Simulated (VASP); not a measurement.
# MgBe2SeO2 (I4/mmm) in VASP: notebook, part 2 of 3

VASP 6.6.1. The steps go on from the part before.

### 4 Relaxation of cell and atoms, PBE

Input file INCAR:

```
SYSTEM = MgBe2SeO2
PREC = Accurate
ENCUT = 600
EDIFF = 1E-6
ISMEAR = 0
SIGMA = 0.1
LREAL = .False.
LASPH = .True.
NELM = 60
ALGO = Normal
ISIF = 3
LWAVE = .False.
LCHARG = .False.
GGA = PE
IBRION = 2
NSW = 90
EDIFFG = -0.04
```

Input file KPOINTS:

```
regular mesh
0
Gamma
  6 6 6
  0 0 0
```

Input file POSCAR:

```
MgBe2SeO2
1.0
   -1.8100427400      1.8100427400      5.2263077800
    1.8100427400     -1.8100427400      5.2263077800
    1.8100427400      1.8100427400     -5.2263077800
Mg Be Se O
1 2 1 2
Direct
    0.0000000000      0.0000000000      0.0000000000
    0.7500000000      0.2500000000      0.5000000000
    0.2500000000      0.7500000000      0.5000000000
    0.5000000000      0.5000000000      0.0000000000
    0.3551050100      0.3551050100      0.0000000000
    0.6448949900      0.6448949900      0.0000000000
```

Potentials or basis: VASP PAW PBE potentials, release 64 (Mg, Be, Se, O).

Launch:

```bash
cat potpaw_PBE.64/Mg/POTCAR potpaw_PBE.64/Be/POTCAR potpaw_PBE.64/Se/POTCAR potpaw_PBE.64/O/POTCAR > POTCAR
mpirun -np 1 vasp_std > vasp.out
```

OUTCAR:

```text
SYSTEM = MgBe2SeO2
   PREC = Accurate
   ENCUT = 600
   EDIFF = 1E-6
   ISMEAR = 0
   LREAL = .False.
   LASPH = .True.
   NELM = 60
   ISIF = 3
   GGA = PE
   IBRION = 2
   NSW = 90
   EDIFFG = -0.04

 ion  position               nearest neighbor table
   1  0.000  0.000  0.000-   4 2.56   4 2.56   4 2.56   4 2.56
   2  0.750  0.250  0.500-   6 2.12   5 2.12   5 2.12   6 2.12
   3  0.250  0.750  0.500-   6 2.12   5 2.12   5 2.12   6 2.12
   4  0.500  0.500  0.000-   5 1.51   6 1.51   1 2.56   1 2.56   1 2.56   1 2.56
   5  0.355  0.355  0.000-   4 1.51   3 2.12   2 2.12   3 2.12   2 2.12
   6  0.645  0.645  0.000-   4 1.51   2 2.12   3 2.12   2 2.12   3 2.12

  LATTYP: Found a body centered tetragonal cell.
 ALAT       =     3.6200854800
 C/A-ratio  =     2.8873946811

  Lattice vectors:

 A1 = (  -1.8100427400,   1.8100427400,   5.2263077800)
 A2 = (   1.8100427400,  -1.8100427400,   5.2263077800)
 A3 = (   1.8100427400,   1.8100427400,  -5.2263077800)

Analysis of symmetry for initial positions (statically):
=====================================================================
 Subroutine PRICEL returns:
 Original cell was already a primitive cell.

 Routine SETGRP: Setting up the symmetry group for a
 body centered tetragonal supercell.

 Subroutine GETGRP returns: Found 16 space group operations
 (whereof 16 operations were pure point group operations)
 out of a pool of 16 trial point group operations.

The static configuration has the point symmetry D_4h.

Analysis of symmetry for dynamics (positions and initial velocities):
=====================================================================
 Subroutine PRICEL returns:
 Original cell was already a primitive cell.

 Routine SETGRP: Setting up the symmetry group for a
 body centered tetragonal supercell.

 Subroutine GETGRP returns: Found 16 space group operations
 (whereof 16 operations were pure point group operations)
 out of a pool of 16 trial point group operations.

The dynamic configuration has the point symmetry D_4h.
[... 122 lines left out ...]
   ISMEAR =     0;   SIGMA  =   0.10  broadening in eV -4-tet -1-fermi 0-gaus
   EFERMI_NEDOS =   21; number of points for ismear=-14 and -15
   IALGO  =     38    algorithm
   IMIX   =      4    mixing-type and parameters
     AMIX     =   0.40;   BMIX     =  1.00
     AMIX_MAG =   1.60;   BMIX_MAG =  1.00
  volume/ion in A,a.u.               =      11.42        77.03
  Fermi-wavevector in a.u.,A,eV,Ry     =   1.154164  2.181055 18.124261  1.332096
  Thomas-Fermi vector in A             =   2.290803
   LORBIT       =      0    0 simple, 1 ext, 2 COOP (PROOUT), +10 PAW based schemes
   GGA     = PE    functional components
   LHFCALC =     F    Hartree Fock is set to
   AEXX    =    0.0000 exact exchange contribution
   IVDW    =     0    specifies the selected vdW correction
   LEPSILON=     F    determine dielectric tensor
   LRPA    =     F    only Hartree local field effects (RPA)
 conjugate gradient relaxation of ions
 non-spin polarized calculation
 Gauss-broadening in eV      SIGMA  =   0.10
  energy-cutoff  :      600.00
  volume of cell :       68.49
 maximum number of plane-waves:      2333
 NGX is ok and might be reduce to    48
   NGX = 23   NGY = 23   NGZ = 23

--------------------------------------- Ionic step        1  -------------------------------------------

 number of electron      24.0000002 magnetization

 Free energy of the ion-electron system (eV)
  ---------------------------------------------------
  ext. energy  EPLUGINS =         0.00000000
  ---------------------------------------------------
  free energy    TOTEN  =       -15.88945023 eV

  energy without entropy =      -15.87525348  energy(sigma->0) =      -15.88235185

------------------------ aborting loop because EDIFF is reached ----------------------------------------

  FORCE on cell =-STRESS in cart. coord.  units (eV):
  Direction    XX          YY          ZZ          XY          YZ          ZX
  --------------------------------------------------------------------------------------
  -------------------------------------------------------------------------------------
  Total        0.6873250      0.6873250     66.6879654      0.0000000      0.0000000     -0.0000000
  in kB       16.0782984     16.0782984   1560.0029410      0.0000000      0.0000000     -0.0000000
  external PRESSURE =     530.7198459 kB  Pullay stress =       0.0000000 kB
[... 1022 lines left out ...]
      5      -2.6899      2.00000
      6      -0.8151      2.00000
[... 8 lines left out ...]
     15      10.0532      0.00000
     16      10.6222      0.00000

 [... further k-points ...]

[... ionic steps 4 to 34 ...]

--------------------------------------- Ionic step       35  -------------------------------------------

 number of electron      23.9999999 magnetization

------------------------ aborting loop because EDIFF is reached ----------------------------------------
[... 75 lines left out ...]
--------------------------------------- Ionic step       37  -------------------------------------------

 number of electron      24.0000000 magnetization

 Free energy of the ion-electron system (eV)
  ---------------------------------------------------
  ext. energy  EPLUGINS =         0.00000000
  ---------------------------------------------------
  free energy    TOTEN  =       -32.94250474 eV

  energy without entropy =      -32.94250474  energy(sigma->0) =      -32.94250474

 E-fermi :   4.8551     XC(G=0): -10.0657

 val. band max:        4.3620700249   @ k =   0.5000   0.0000   0.0000
 cond. band min:       7.2033272845   @ k =   0.0000   0.0000   0.0000
 fundamental gap:      2.8412572596
 Fermi energy:         4.8550666243
[... 489 lines left out ...]
  FREE ENERGIE OF THE ION-ELECTRON SYSTEM (eV)
  ---------------------------------------------------
  free  energy   TOTEN  =       -32.9425047377 eV

  energy  without entropy=      -32.9425047377  energy(sigma->0) =      -32.94250474

 reached required accuracy - stopping structural energy minimisation
```

OSZICAR:

```text
N       E                     dE             d eps       ncg     rms          rms(c)
DAV:   1     0.139296933951E+03    0.13930E+03   -0.12978E+04   984   0.149E+03
[... 371 lines left out ...]
       N       E                     dE             d eps       ncg     rms          rms(c)
DAV:   1    -0.329448456369E+02   -0.30434E-02   -0.29158E+00   960   0.145E+01    0.593E-01
DAV:   2    -0.329431679814E+02    0.16777E-02   -0.77946E-02  1208   0.224E+00    0.154E-01
DAV:   3    -0.329426547004E+02    0.51328E-03   -0.17265E-03  1216   0.375E-01    0.716E-02
DAV:   4    -0.329425033304E+02    0.15137E-03   -0.64058E-04  1264   0.211E-01    0.322E-02
DAV:   5    -0.329425051100E+02   -0.17796E-05   -0.13016E-04  1304   0.917E-02    0.169E-02
DAV:   6    -0.329425047377E+02    0.37234E-06   -0.68576E-06  1184   0.210E-02
  37 F= -.32942505E+02 E0= -.32942505E+02  d E =-.333584E-02
```

CONTCAR:

```text
MgBe2SeO2
   1.00000000000000
    -1.7164607319983216    1.7164607319983216    5.9833193405701000
     1.7164607319983216   -1.7164607319983216    5.9833193405701000
     1.7164607319983216    1.7164607319983216   -5.9833193405701000
  Mg              Be              Se              O
     1     2     1     2
Direct
     0.0000000000000000    0.0000000000000000    0.0000000000000000
     0.7500000000000000    0.2500000000000000    0.5000000000000000
     0.2500000000000000    0.7500000000000000    0.5000000000000000
     0.5000000000000000    0.5000000000000000    0.0000000000000000
     0.2121645935269897    0.2121645935269897    0.0000000000000000
     0.7878354064730102    0.7878354064730102    0.0000000000000000

  0.00000000E+00  0.00000000E+00  0.00000000E+00
  0.00000000E+00  0.00000000E+00  0.00000000E+00
  0.00000000E+00  0.00000000E+00  0.00000000E+00
  0.00000000E+00  0.00000000E+00  0.00000000E+00
  0.00000000E+00  0.00000000E+00  0.00000000E+00
  0.00000000E+00  0.00000000E+00  0.00000000E+00
```

It took 31 min on 1 thread of Intel Xeon Platinum 8488C (Sapphire Rapids), shared host; peak memory 0.39 GiB.

Results:

* Free energy: -32.9425 eV
* Relaxed volume: 11.75 Å³/atom
* Relaxed cell: a = 6.457 Å, b = 6.457 Å, c = 6.457 Å, α = 149.17°, β = 149.17°, γ = 44.16°
* Space group after relaxing (to 0.1 Å): I4/mmm (No. 139)
* Energy gained by relaxing: 2842.2 meV/atom
* Ionic steps: 37
* Pressure after relaxing: 0.1 GPa
* Largest force after relaxing: 0.033 eV/Å
* Band gap on the k mesh: 2.84 eV (least direct gap 3.34 eV)

Forces on the atoms (eV/Å):
```
Mg   0.000  0.000  0.000
Be   0.000  0.000  0.000
Be   0.000  0.000  0.000
Se   0.000  0.000  0.000
O    0.000  0.000  0.033
O    0.000  0.000 -0.033
```

Step by step:
| step | energy change (eV) | largest force (eV/Å) | pressure (GPa) | volume (Å³) |
| --- | --- | --- | --- | --- |
| 1 | 0.0000 | 22.7538 | 53.07 | 68.49 |
| 2 | -15.3553 | 0.2033 | -14.26 | 106.38 |
| 3 | -15.0699 | 2.0339 | -11.40 | 88.52 |
| 4 | -15.7052 | 0.4338 | -12.52 | 99.07 |
| 5 | -15.7127 | 0.6088 | -12.29 | 96.78 |
| 6 | -16.0705 | 0.2355 | 8.65 | 81.98 |
| 7 | -16.2732 | 0.1012 | -0.86 | 87.04 |
| 8 | -16.2730 | 0.0898 | -0.53 | 86.85 |
| 9 | -16.2887 | 0.1313 | -0.31 | 86.01 |
| 10 | -16.3070 | 0.2303 | 0.19 | 84.27 |
| 11 | -16.2906 | 0.4799 | 1.07 | 80.75 |
| 12 | -16.3090 | 0.2963 | 0.46 | 83.24 |
| 13 | -16.3237 | 0.3539 | -0.06 | 83.28 |
| 14 | -16.3733 | 0.5442 | -1.80 | 83.39 |
| 15 | -16.4691 | 0.7381 | -6.16 | 83.50 |
| 16 | -16.2637 | 0.0406 | -14.92 | 83.34 |
| 17 | -16.4598 | 0.7270 | -7.57 | 83.51 |
| 18 | -16.4629 | 0.6896 | -8.48 | 83.51 |
| 19 | -16.4636 | 0.6871 | -8.50 | 83.51 |
| 20 | -16.4654 | 0.6814 | -8.58 | 83.49 |
| 21 | -16.4689 | 0.6697 | -8.74 | 83.45 |
| 22 | -16.4752 | 0.6432 | -9.08 | 83.37 |
| 23 | -16.4846 | 0.5821 | -9.76 | 83.22 |
| 24 | -16.4884 | 0.4178 | -11.08 | 82.90 |
| 25 | -16.5075 | 0.4016 | -11.00 | 82.65 |
| 26 | -16.5628 | 0.3455 | -10.81 | 81.92 |
| 27 | -16.6630 | 0.2174 | -10.38 | 80.45 |
| 28 | -16.8154 | 0.1101 | -9.43 | 77.58 |
| 29 | -16.8611 | 1.0877 | -6.50 | 72.02 |
| 30 | -16.8936 | 0.5578 | -8.03 | 74.55 |
| 31 | -16.9466 | 0.4353 | -6.78 | 73.90 |
| 32 | -17.0414 | 0.0465 | -2.48 | 71.97 |
| 33 | -17.0497 | 0.1245 | -0.45 | 71.17 |
| 34 | -17.0497 | 0.1092 | -0.64 | 71.24 |
| 35 | -17.0505 | 0.0953 | -0.56 | 71.17 |
| 36 | -17.0524 | 0.0538 | -0.34 | 70.95 |
| 37 | -17.0531 | 0.0329 | 0.11 | 70.51 |

Final structure:
```
Mg Be Se O
1.0
    -1.71646    1.71646    5.98332
     1.71646   -1.71646    5.98332
     1.71646    1.71646   -5.98332
Mg Be Se O
1 2 1 2
Direct
  0.00000 0.00000 0.00000
  0.75000 0.25000 0.50000
  0.25000 0.75000 0.50000
  0.50000 0.50000 0.00000
  0.21216 0.21216 0.00000
  0.78784 0.78784 0.00000
```

Levels at points of the mesh, in eV from the valence-band top:
```
           k point  band 10  band 11  band 12  band 13  band 14  band 15
(0.00, 0.00, 0.00)    -0.97    -0.50    -0.50     2.84     4.58     5.66
(0.50, 0.00, 0.00)    -2.89    -1.27     0.00     3.79     5.47     5.65
(0.50, 0.50, 0.00)    -3.58    -2.98    -0.45     2.93     4.27     5.74
(0.50, 0.50, 0.50)    -2.53    -0.47    -0.47     4.51     4.90     5.13
```

### 5 Single point, PBE

This run uses another cell than the first one, of 11.76 Å³/atom.

Input file INCAR:

```
PREC     = Accurate       # precision mode
ENCUT    = 520            # plane-wave cutoff, eV
EDIFF    = 1E-7           # SCF threshold, eV
ISMEAR   = 0              # smearing method
SIGMA    = 0.02           # smearing width, eV
LREAL    = False          # projectors in reciprocal space
LASPH    = True           # aspherical terms in the spheres
NELM     = 80             # most SCF steps
ALGO     = Normal         # electronic algorithm
ISIF     = 2              # what is computed and relaxed
LWAVE    = False          # write WAVECAR
LCHARG   = True           # write CHGCAR
GGA      = PE             # functional
LELF     = True           # ELF
LVHAR    = True         
NBANDS   = 21             # bands
```

Input file KPOINTS:

```
Automatic mesh
0
Gamma
  10 10 10
```

Input file POSCAR:

```
MgBe2SeO2
1.0
   -1.7176586824      1.7176586824      5.9772561470
    1.7176586824     -1.7176586824      5.9772561470
    1.7176586824      1.7176586824     -5.9772561470
Mg Be Se O
1 2 1 2
Direct
    0.0000000000      0.0000000000      0.0000000000
    0.7500000000      0.2500000000      0.5000000000
    0.2500000000      0.7500000000      0.5000000000
    0.5000000000      0.5000000000      0.0000000000
    0.2126786664      0.2126786664      0.0000000000
    0.7873213336      0.7873213336      0.0000000000
```

Launch:

```bash
cat potpaw_PBE.64/Mg/POTCAR potpaw_PBE.64/Be/POTCAR potpaw_PBE.64/Se/POTCAR potpaw_PBE.64/O/POTCAR > POTCAR
mpirun -np 1 vasp_std > vasp.out
```

Wall time 6.1 min (1 thread of Intel Xeon Platinum 8488C (Sapphire Rapids), shared host); peak memory 0.44 GiB.

It converged, with:

```yaml
Free_energy: -32.9450 eV
Pressure: 0.1 GPa
Largest_force: 0.012 eV/Å
Band_gap_on_the_k_mesh: 2.86 eV (least direct gap 3.36 eV)
```

Forces on the atoms (eV/Å):
```
Mg   0.000  0.000  0.000
Be   0.000  0.000  0.000
Be   0.000  0.000  0.000
Se   0.000  0.000  0.000
O    0.000  0.000 -0.012
O    0.000  0.000  0.012
```

Stress tensor (GPa, compression positive):
```
 0.26  0.00  0.00
 0.00  0.26  0.00
 0.00  0.00 -0.17
```

Levels at points of the mesh, in eV from the valence-band top:
```csv
k point,band 10,band 11,band 12,band 13,band 14,band 15
"(0.00, 0.00, 0.00)",-0.96,-0.50,-0.50,2.86,4.59,5.66
"(0.50, 0.00, 0.00)",-2.88,-1.26,0.00,3.80,5.48,5.68
"(0.50, 0.50, 0.00)",-3.53,-2.94,-0.44,2.93,4.25,5.74
"(0.50, 0.50, 0.50)",-2.52,-0.47,-0.47,4.51,4.89,5.18
```

A k mesh can miss the band edges.

(Continued in part 3 of 3.)

The gap in the log of VASP goes by the Fermi energy; the results here count the filled bands.